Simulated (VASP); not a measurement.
Wanted: the native input for a VASP 6.6.1 run.

```
Task                   : single point
Functional             : PBE
Dispersion             : D3(BJ)
Potentials or basis    : VASP PAW PBE potentials, release 64 (C_h, O_h)
Cutoff                 : 1000 eV
k mesh                 : 1 × 1 × 1
Occupations            : fermi-dirac, width 0.05 eV
Spin                   : no spin polarisation
Dipole correction      : no
Further INCAR settings : LREAL = Auto; ALGO = Normal; EDIFF = 1e-06; NBANDS = 101
```

The structure of CO2 lies in POSCAR:

```
CO2
1.0
    8.4061180000      0.0000000000      0.0000000000
    0.0000000000      8.4061180000      0.0000000000
    0.0000000000      0.0000000000      8.4061180000
C O
10 20
Direct
    0.5576533663      0.6226893317      0.4376217417
    0.7191190987      0.3147826381      0.5713814629
   -0.0362593054      0.6390821542      0.3289270981
    0.3338758747      0.9700553811      0.9941925631
    0.6183234639      0.3028508522      0.0930393792
    0.0816429177      0.8937538112      0.6312545220
    0.2663655209      0.3164361956      0.6384516610
    0.7745073291      0.9214241342      0.8304903643
    1.0130359817      0.5560592892      0.9224234064
    0.4923199984      1.0175921870      0.4233107363
    0.5333139506      0.6158609717      0.3029936054
    0.5956019176      0.6476235523      0.5693353341
    0.7371416866      0.2787374624      0.7071873129
    0.7116959338      0.3359576918      0.4353852753
    0.0630136289      0.5817072756      0.4082978612
   -0.1355560319      0.6872970377      0.2385643409
    0.2834959014      0.9381857357      1.1179595623
    0.3907035328      0.9941330826      0.8712463946
    0.4917370896      0.2490448028      0.1340928119
    0.7298136905      0.3712058289      0.0505108303
    0.1100270065      0.8410303067      0.7579717534
    0.0493569089      0.9435746679      0.5040852389
    0.1604545642      0.2689350780      0.7131948421
    0.3792119026      0.3619982494      0.5632207399
    0.7965270057      0.9537339352      0.9667839543
    0.7562111310      0.9012007683      0.6968139158
    1.1328653726      0.5407252194      0.9905404611
    0.8884719439      0.5776626024      0.8640254634
    0.6110073639      0.9751350148      0.3616294703
    0.3756787616      1.0427643295      0.4873236374
```

These files were run (other wordings do the same):

INCAR

```
SYSTEM = CO2
ALGO = Normal ; EDIFF = 1E-6
ENCUT = 1000 ; GGA = PE
GGA_COMPAT = .False. ; ISIF = 2
ISMEAR = -1 ; IVDW = 12
LASPH = .True. ; LCHARG = .False.
LREAL = Auto ; LWAVE = .False.
NBANDS = 101 ; NELM = 120
PREC = Accurate ; SIGMA = 0.05
```

KPOINTS

```
k-points
0
Gamma
  1 1 1
  0 0 0
```

Potentials or basis: VASP PAW PBE potentials, release 64 (C_h, O_h).

Run with:

```sh
$ cat potpaw_PBE.64/C_h/POTCAR potpaw_PBE.64/O_h/POTCAR > POTCAR
$ mpirun -np 1 vasp_gam > vasp.out
```

It gave:

```yaml
Pressure: 0.3 GPa
Largest_force: 4.312 eV/Å
Dispersion_energy_per_atom: -0.052 eV
```

Caveat: the k points lie up to 0.75 Å⁻¹ apart.

Run time: 4.6 min on 1 thread of Intel(R) Xeon(R) Platinum 8488C (Sapphire Rapids), on a shared host, peak memory 1.2 GiB.
